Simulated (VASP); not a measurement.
# Al18W in VASP: notebook

Runs on Al18W. Level: PBE+D3(BJ). Tasks: single point.

Program: VASP 6.6.1. These are calculated values, not measurements. Logs are shortened: lines on timing, memory, paths and dates and some standing lists are left out, and cuts for length are marked.

## Step 1: The cell of the first run

The cell holds a slab with vacuum, 19 atoms: a = 5.728 Å, b = 8.591 Å, c = 17.677 Å, α = 90.00°, β = 90.00°, γ = 60.00°.

## Step 2: Single point, PBE+D3(BJ)

Contents of INCAR:

```
ALGO = Normal
EDIFF = 1E-7
ENCUT = 520
GGA = PE
ISIF = 2
ISMEAR = 0
IVDW = 12
LASPH = T
LCHARG = F
LREAL = Auto
LWAVE = F
NBANDS = 49
NELM = 80
PREC = Accurate
SIGMA = 0.1
```

Contents of KPOINTS:

```
k-points
0
Gamma
  4 3 1
```

Contents of POSCAR:

```
Al18W
1.0
    5.7275650000      0.0000000000      0.0000000000
    4.2956740000      7.4403250000      0.0000000000
    0.0000000000      0.0000000000     17.6765370000
Al W
18 1
Direct
    0.1666665958      0.1111111410      0.0565721668
    0.6666666831      0.1111111410      0.0565721668
    0.1666667458      0.4444444295      0.0565721668
    0.6666666585      0.4444444295      0.0565721668
    0.1666666204      0.7777778524      0.0565721668
    0.6666667077      0.7777778524      0.0565721668
   -0.1686652504      0.2236422468      0.1849940970
    0.3310489967      0.2232958910      0.1866167564
   -0.1627607405      0.5578015745      0.1868228488
    0.3329204603      0.5582163414      0.1874171960
   -0.1639344232      0.8899041373      0.1885358541
    0.3347431057      0.8900736191      0.1879627214
    0.0021853071      0.0150431601      0.3155211906
    0.5067411322      0.0036527974      0.3162658500
   -0.0032417580      0.3393370585      0.3147913531
    0.4922880484      0.3377572888      0.3145242759
    0.0278424722      0.6791757081      0.3222930487
    0.5256821691      0.6683249724      0.3167520312
    2.6578803898      3.4059689597      2.8123468415
```

Potentials or basis: VASP PAW PBE potentials, release 64 (Al, W_sv).

Launch:

```bash
$ cat potpaw_PBE.64/Al/POTCAR potpaw_PBE.64/W_sv/POTCAR > POTCAR
$ mpirun -np 1 vasp_std > vasp.out
```

OUTCAR:

```text
EDIFF = 1E-7
   ENCUT = 520
   GGA = PE
   ISIF = 2
   ISMEAR = 0
   IVDW = 12
   LASPH = T
   LREAL = Auto
   NELM = 80
   PREC = Accurate
 IVDW          = 12

 ion  position               nearest neighbor table
   1  0.167  0.111  0.057-   7 2.81   8 2.83  12 2.85   2 2.86   4 2.86   5 2.86   3 2.86   6 2.86
                             2 2.86
   2  0.667  0.111  0.057-   7 2.81   8 2.84  11 2.85   1 2.86   4 2.86   3 2.86   5 2.86   6 2.86
                             1 2.86
   3  0.167  0.444  0.057-   9 2.82   8 2.83  10 2.85   4 2.86   2 2.86   1 2.86   5 2.86   6 2.86
                             4 2.86
   4  0.667  0.444  0.057-   7 2.80  10 2.84   9 2.86   3 2.86   2 2.86   1 2.86   5 2.86   3 2.86
                             6 2.86
   5  0.167  0.778  0.057-  10 2.83  11 2.85  12 2.86   6 2.86   2 2.86   1 2.86   3 2.86   4 2.86
                             6 2.86
   6  0.667  0.778  0.057-   9 2.83  12 2.85   5 2.86   2 2.86   1 2.86   3 2.86   5 2.86   4 2.86
                            11 2.87
   7  0.831  0.224  0.185-  13 2.78   4 2.80   2 2.81   1 2.81  16 2.84  15 2.84  11 2.85   8 2.86
                            10 2.86   8 2.87  12 2.88   9 2.89
   8  0.331  0.223  0.187-  16 2.80  15 2.81  14 2.82   3 2.83   1 2.83   2 2.84   9 2.85  12 2.85
                             7 2.86   7 2.87  11 2.88  10 2.88
   9  0.837  0.558  0.187-  18 2.77  15 2.79   3 2.82   6 2.83  10 2.84  11 2.85   8 2.85   4 2.86
[... 4 lines left out ...]
                            12 2.86  12 2.87   6 2.87   8 2.88
  12  0.335  0.890  0.188-  13 2.80  18 2.82  14 2.83   1 2.85   6 2.85   8 2.85  10 2.86  11 2.86
                             5 2.86   9 2.87  11 2.87   7 2.88
  13  0.002  0.015  0.316-  15 2.77   7 2.78  12 2.80  17 2.82  14 2.84  16 2.85  11 2.85  14 2.89
                            18 2.99
  14  0.507  0.004  0.316-  11 2.79   8 2.82  18 2.83  16 2.83  12 2.83  13 2.84  13 2.89  17 2.89
                            15 2.90
  15  0.997  0.339  0.315-  18 2.76  13 2.77   9 2.79   8 2.81  16 2.83   7 2.84  16 2.90  14 2.90
                            17 3.02
  16  0.492  0.338  0.315-  10 2.78   8 2.80  17 2.81  14 2.83  15 2.83   7 2.84  13 2.85  15 2.90
                            18 2.94
  17  0.028  0.679  0.322-  18 2.81  16 2.81  13 2.82  10 2.83  11 2.84  14 2.89  18 2.93  15 3.02
                             9 3.03
  18  0.526  0.668  0.317-  15 2.76   9 2.77  17 2.81  12 2.82  14 2.83  10 2.90  17 2.93  16 2.94
                            13 2.99
  19  0.658  0.406  0.812-

  LATTYP: Found a simple monoclinic cell.
 ALAT       =     5.7275650000
 B/A-ratio  =     3.0862219809
 C/A-ratio  =     1.3228756151
 COS(beta)  =    -0.1889822093

  Lattice vectors:

 A1 = (   5.7275650000,   0.0000000000,   0.0000000000)
 A2 = (   0.0000000000,   0.0000000000, -17.6765370000)
 A3 = (  -1.4318910000,   7.4403250000,   0.0000000000)

Analysis of symmetry for initial positions (statically):
=====================================================================
 Subroutine PRICEL returns:
 Original cell was already a primitive cell.

 Routine SETGRP: Setting up the symmetry group for a
 simple monoclinic supercell.

 Subroutine GETGRP returns: Found  1 space group operations
 (whereof  1 operations were pure point group operations)
 out of a pool of  4 trial point group operations.

The static configuration has the point symmetry C_1 .

Analysis of symmetry for dynamics (positions and initial velocities):
=====================================================================
 Subroutine PRICEL returns:
 Original cell was already a primitive cell.

 Routine SETGRP: Setting up the symmetry group for a
 simple monoclinic supercell.

 Subroutine GETGRP returns: Found  1 space group operations
 (whereof  1 operations were pure point group operations)
 out of a pool of  4 trial point group operations.

The dynamic configuration has the point symmetry C_1 .

 Subroutine INISYM returns: Found  1 space group operations
 (whereof  1 operations are pure point group operations),
 and found     1 'primitive' translations

----------------------------------------------------------------------------------------

                                     Primitive cell

  volume of cell :     753.2847

  direct lattice vectors                    reciprocal lattice vectors
[... 51 lines left out ...]

 KPOINTS: k-points

Automatic generation of k-mesh.
 Grid dimensions read from file:
 generate k-points for:    4    3    1

 Generating k-lattice:

  Cartesian coordinates                     Fractional coordinates (reciprocal lattice)
     0.043648566 -0.025200514  0.000000000     0.250000000  0.000000000  0.000000000
     0.000000000  0.044800910  0.000000000     0.000000000  0.333333333  0.000000000
     0.000000000  0.000000000  0.056572167     0.000000000  0.000000000  1.000000000

  Length of vectors
     0.050401024  0.044800910  0.056572167

  Shift w.r.t. Gamma in fractional coordinates (k-lattice)
     0.000000000  0.000000000  0.000000000

 Subroutine IBZKPT returns following result:
 ===========================================

 Found      7 irreducible k-points:

 Following reciprocal coordinates:
            Coordinates               Weight
  0.000000  0.000000  0.000000      1.000000
  0.250000 -0.000000  0.000000      2.000000
  0.500000 -0.000000  0.000000      1.000000
  0.000000  0.333333  0.000000      2.000000
  0.250000  0.333333  0.000000      2.000000
  0.500000  0.333333  0.000000      2.000000
 -0.250000  0.333333  0.000000      2.000000
   k-points           NKPTS =      7   k-points in BZ     NKDIM =      7   number of bands    NBANDS=     49
   number of dos      NEDOS =    301   number of ions     NIONS =     19
   total plane-waves  NPLWV = 430080
   dimension x,y,z NGX =    48 NGY =   64 NGZ =  140
   dimension x,y,z NGXF=    96 NGYF=  128 NGZF=  280
   ions per type =              18   1
   NGX,Y,Z   is equivalent  to a cutoff of  13.93, 12.38, 13.17 a.u.
   NGXF,Y,Z  is equivalent  to a cutoff of  27.86, 24.77, 26.33 a.u.
 SYSTEM =  unknown system
   PREC   = accura    normal or accurate (medium, high low for compatibility)
   ISTART =      0    job   : 0-new  1-cont  2-samecut
   ICHARG =      2    charge: 1-file 2-atom 10-const
   ISPIN  =      1    spin polarized calculation?
   LNONCOLLINEAR =      F non collinear calculations
   LSORBIT =      F    spin-orbit coupling
   LASPH  =      T    aspherical Exc in radial PAW
   ENCUT  =  520.0 eV  38.22 Ry    6.18 a.u.  10.65 15.97 32.87*2*pi/ulx,y,z
   NELM   =     80;   NELMIN=  2; NELMDL= -5     # of ELM steps
   EDIFF  = 0.1E-06   stopping-criterion for ELM
   LREAL  =      T    real-space projection
   EDIFFG = 0.1E-05   stopping-criterion for IOM
   NSW    =      0    number of steps for IOM
   IBRION =     -1    ionic relax: 0-MD 1-quasi-New 2-CG
   NFREE  =      0    steps in history (QN), initial steepest desc. (CG)
   ISIF   =      2    stress and relaxation
   ISYM   =      2    0-nonsym 1-usesym 2-fastsym
   POTIM  = 0.5000    time-step for ionic-motion
   TEBEG  =    0.0;   TEEND  =   0.0 temperature during run
   PSTRESS=    0.0 pullay stress
   NELECT =      68.0000    total number of electrons
   NUPDOWN=      -1.0000    fix difference up-down
   EMIN   =  10.00;   EMAX   =-10.00  energy-range for DOS
   EFERMI =   0.00;   METHOD = LEGACY
   ISMEAR =     0;   SIGMA  =   0.10  broadening in eV -4-tet -1-fermi 0-gaus
   EFERMI_NEDOS =   21; number of points for ismear=-14 and -15
   IALGO  =     38    algorithm
   IMIX   =      4    mixing-type and parameters
     AMIX     =   0.40;   BMIX     =  1.00
     AMIX_MAG =   1.60;   BMIX_MAG =  1.00
  volume/ion in A,a.u.               =      39.65       267.55
  Fermi-wavevector in a.u.,A,eV,Ry     =   0.734387  1.387790  7.337945  0.539324
  Thomas-Fermi vector in A             =   1.827327
   LORBIT       =      0    0 simple, 1 ext, 2 COOP (PROOUT), +10 PAW based schemes
   GGA     = PE    functional components
   LHFCALC =     F    Hartree Fock is set to
   AEXX    =    0.0000 exact exchange contribution
   IVDW    =    12    specifies the selected vdW correction
   LEPSILON=     F    determine dielectric tensor
   LRPA    =     F    only Hartree local field effects (RPA)
 non-spin polarized calculation
 Gauss-broadening in eV      SIGMA  =   0.10
  energy-cutoff  :      520.00
  volume of cell :      753.28
 maximum number of plane-waves:     20302
 NGX is ok and might be reduce to    48
   NGX = 21   NGY = 31   NGZ = 65

 number of electron      68.0000002 magnetization

 Free energy of the ion-electron system (eV)
  ---------------------------------------------------
  ext. energy  EPLUGINS =         0.00000000
  ---------------------------------------------------
  free energy    TOTEN  =       -65.27602029 eV

  energy without entropy =      -65.01044253  energy(sigma->0) =      -65.14323141

 E-fermi :   1.0244     XC(G=0):  -5.7987

 val. band max:        1.0172294853   @ k =  -0.2500   0.3333   0.0000
 cond. band min:       1.0274650254   @ k =   0.0000   0.3333   0.0000
 fundamental gap:      0.0102355401
 Fermi energy:         1.0243882311

 k-point     1 :       0.0000    0.0000    0.0000
  band No.  band energies     occupation
      1     -73.5085      2.00000
      2     -37.6519      2.00000
      3     -37.6489      2.00000
      4     -37.6289      2.00000
      5      -9.5274      2.00000
      6      -7.7973      2.00000
[... 332 lines left out ...]
     45       2.9042      0.00000
     46       3.0443      0.00000
 [bands above 46 left out]

------------------------ aborting loop because EDIFF is reached ----------------------------------------

 Edisp (eV)   -4.36363

 E8    (eV) :    -2.0245

  FORCE on cell =-STRESS in cart. coord.  units (eV):
  Direction    XX          YY          ZZ          XY          YZ          ZX
  --------------------------------------------------------------------------------------
  -------------------------------------------------------------------------------------
  Total     -10.40718   -11.91252    -2.90334     2.53189    -0.15464    -0.69350
  in kB     -22.13526   -25.33700    -6.17517     5.38513    -0.32890    -1.47503
  external pressure =      -17.88 kB  Pullay stress =        0.00 kB

 VOLUME and BASIS-vectors are now :
 -----------------------------------------------------------------------------
  energy-cutoff  :      520.00
  volume of cell :      753.28
      direct lattice vectors                 reciprocal lattice vectors
     5.727565000  0.000000000  0.000000000     0.174594265 -0.100802054  0.000000000
     4.295674000  7.440325000  0.000000000     0.000000000  0.134402731  0.000000000
     0.000000000  0.000000000 17.676537000     0.000000000  0.000000000  0.056572167

 POSITION                                       TOTAL-FORCE (eV/Angst)
 -----------------------------------------------------------------------------------
      1.43189      0.82670      1.00000         0.025677     -0.016003     -0.037976
      4.29567      0.82670      1.00000         0.008897     -0.028952     -0.041621
      2.86378      3.30681      1.00000         0.018986      0.008061     -0.070286
      5.72757      3.30681      1.00000        -0.022231      0.033430     -0.289085
      4.29567      5.78692      1.00000         0.020507     -0.005339      0.022096
      7.15946      5.78692      1.00000         0.013992      0.007585      0.031782
[... 11 lines left out ...]
      5.88179      4.97256      5.59908        -0.074501      0.073895      0.050708
      5.51196      3.02054     14.35948         0.000797      0.002200      0.582864
 -----------------------------------------------------------------------------------
    total drift:                                0.003410      0.002549      0.006302

  FREE ENERGIE OF THE ION-ELECTRON SYSTEM (eV)
  ---------------------------------------------------
  free  energy   TOTEN  =       -69.6396483930 eV

  energy  without entropy=      -69.3740706393  energy(sigma->0) =      -69.50685952
```

Run time: 6.9 min. Hardware: 1 thread of Intel Xeon 6975P-C (Granite Rapids), shared host; peak memory 0.86 GiB.

What came out:

| Property | Result |
| --- | --- |
| Free energy | -69.6396 eV |
| Largest force | 0.583 eV/Å |
| Band gap on the k mesh | zero (bands 34 and 35 overlap by 0.13 eV) |
| Dispersion energy per atom | -0.230 eV |

Forces in eV/Å, atoms in the order of the input:
```
Al   0.026 -0.016 -0.038
Al   0.009 -0.029 -0.042
Al   0.019  0.008 -0.070
Al  -0.022  0.033 -0.289
Al   0.021 -0.005  0.022
Al   0.014  0.008  0.032
Al   0.001  0.058  0.013
Al   0.018 -0.005 -0.087
Al   0.012  0.012 -0.012
Al   0.059 -0.009 -0.047
Al   0.015  0.015 -0.113
Al   0.043 -0.007 -0.126
Al  -0.074 -0.141  0.097
Al   0.002  0.027  0.072
Al   0.082  0.048  0.071
Al   0.143  0.014  0.089
Al  -0.292 -0.086 -0.206
Al  -0.075  0.074  0.051
W    0.001  0.002  0.583
```

Caveat: spin-orbit coupling is left out, which moves the levels of the heavy elements.

## Step 3: Single point, PBE+D3(BJ)

Contents of INCAR:

```
SYSTEM = Al18W
PREC = Accurate
ENCUT = 520
EDIFF = 1E-6
ISMEAR = 0
SIGMA = 0.1
LREAL = Auto
LASPH = .TRUE.
NELM = 80
ALGO = Normal
ISIF = 2
LWAVE = .FALSE.
LCHARG = .TRUE.
GGA = PE
IVDW = 12
LELF = .TRUE.
LVHAR = .TRUE.
NBANDS = 49
```

Contents of KPOINTS:

```
Automatic mesh
0
G
  4 3 1
  0 0 0
```

Contents of POSCAR:

```
Al18W
1.0
    5.7275650000      0.0000000000      0.0000000000
    4.2956740000      7.4403250000      0.0000000000
    0.0000000000      0.0000000000     17.6765370000
Al W
18 1
Direct
    0.1666665958      0.1111111410      0.0565721668
    0.6666666831      0.1111111410      0.0565721668
    0.1666667458      0.4444444295      0.0565721668
    0.6666666585      0.4444444295      0.0565721668
    0.1666666204      0.7777778524      0.0565721668
    0.6666665331      0.7777778524      0.0565721668
   -0.1852314025      0.2289240053      0.1856483541
    0.3100747306      0.2289256182      0.1868504561
   -0.1805495248      0.5646362222      0.1838434191
    0.3196260827      0.5629919392      0.1864793426
   -0.1831254079      0.8957834503      0.1875938709
    0.3102433864      0.8983388494      0.1857237082
    0.0013754708      0.0233329861      0.3199020826
    0.5173149625      0.0005819638      0.3159618312
   -0.0410712068      0.3543439299      0.3132228898
    0.4760883400      0.3391845114      0.3162218935
    0.0053374350      0.6753965721      0.3204486829
    0.4874993746      0.6789406377      0.3142594050
    3.9014130738      4.6686678337      4.0056987407
```

Potentials or basis: VASP PAW PBE potentials, release 64 (Al, W_sv).

Launch:

```bash
$ cat potpaw_PBE.64/Al/POTCAR potpaw_PBE.64/W_sv/POTCAR > POTCAR
$ mpirun -np 1 vasp_std > vasp.out
```

Wall time 5.9 min (1 thread of Intel Xeon 6975P-C (Granite Rapids), shared host); peak memory 0.85 GiB.

It converged, with:

| Item | Value |
| --- | --- |
| Free energy | -57.7597 eV |
| Largest force | 50.752 eV/Å |
| Band gap on the k mesh | zero (bands 34 and 35 overlap by 0.24 eV) |
| Dispersion energy per atom | -0.250 eV |

Forces on the atoms (eV/Å):
```
Al   -0.098   0.012   0.079
Al   -0.087  -0.070  -0.089
Al    3.369  -9.224   4.459
Al    0.442   0.181  -0.368
Al    1.890   0.795   0.878
Al  -29.726  28.032  30.106
Al    0.077   0.009   0.024
Al    0.071   0.007  -0.038
Al    0.134   0.024  -0.011
Al    0.154   0.019   0.053
Al    0.171   0.091   0.079
Al   -0.078   0.018   0.117
Al   -0.167  -0.259  -0.149
Al   -0.198   0.298   0.125
Al    0.272  -0.196   0.180
Al    0.133  -0.053   0.078
Al   -0.172   0.048  -0.247
Al    0.017   0.009   0.150
W    23.796 -19.742 -35.425
```

Levels at points of the mesh, in eV from the Fermi level:
```
           k point  band 31  band 32  band 33  band 34  band 35  band 36  band 37  band 38
(0.00, 0.00, 0.00)    -0.73    -0.43    -0.36    -0.11    -0.05     0.09     0.23     0.60
(0.50, 0.00, 0.00)    -0.89    -0.45    -0.31    -0.16     0.17     0.45     0.58     1.08
```

Caveat: atoms lie so close that the PAW spheres overlap strongly, which falsifies energies and pressures; spin-orbit coupling is left out, which moves the levels of the heavy elements.
